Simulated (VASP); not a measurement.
Here is a VASP 6.6.1 calculation.

INCAR

```
SYSTEM = TePt
PREC     = Accurate       ! precision mode
ENCUT    = 520            ! plane-wave cutoff, eV
EDIFF    = 1E-6           ! SCF threshold, eV
ISMEAR   = 0              ! smearing method
SIGMA    = 0.1            ! smearing width, eV
LREAL    = .False.        ! projectors in reciprocal space
LASPH    = .True.         ! aspherical terms in the spheres
NELM     = 60             ! most SCF steps
ALGO     = Normal         ! electronic algorithm
ISIF     = 2              ! what is computed and relaxed
LWAVE    = .False.        ! write WAVECAR
LCHARG   = .False.        ! write CHGCAR
GGA      = PS             ! functional
NBANDS   = 24             ! bands
```

KPOINTS

```
Automatic mesh
0
Gamma
  12 12 12
  0 0 0
```

The input POSCAR:

```
TePt
1.0
    1.9731841015      1.1392183722      6.2331925351
   -1.9731841015      1.1392183722      6.2331925351
    0.0000000000     -2.2784367444      6.2331925351
Te Pt
2 2
Direct
    0.5983901813      0.5983901813      0.5983901813
    0.4016098187      0.4016098187      0.4016098187
    0.8724202873      0.8724202873      0.8724202873
    0.1275797127      0.1275797127      0.1275797127
```

Potentials or basis: VASP PAW PBE potentials, release 64 (Te, Pt).

Command:

```console
$ cat potpaw_PBE.64/Te/POTCAR potpaw_PBE.64/Pt/POTCAR > POTCAR
$ mpirun -np 1 vasp_std > vasp.out
```

Predict the largest force.

1.025 eV/Å.

What does it give for the band gap on the k mesh?

Zero (bands 16 and 17 overlap by 2.97 eV).

Predict the pressure.

8.9 GPa.

Stress tensor (GPa, compression positive):
```
8.76 0.00 0.00
0.00 8.76 0.00
0.00 0.00 9.11
```

Caveat: the cell differs from its parent crystal (strained and its atoms moved); the cell stands under pressure; the PAW data sets were made with another functional, which shifts forces and pressure a little; spin-orbit coupling is left out, which moves the levels of the heavy elements.
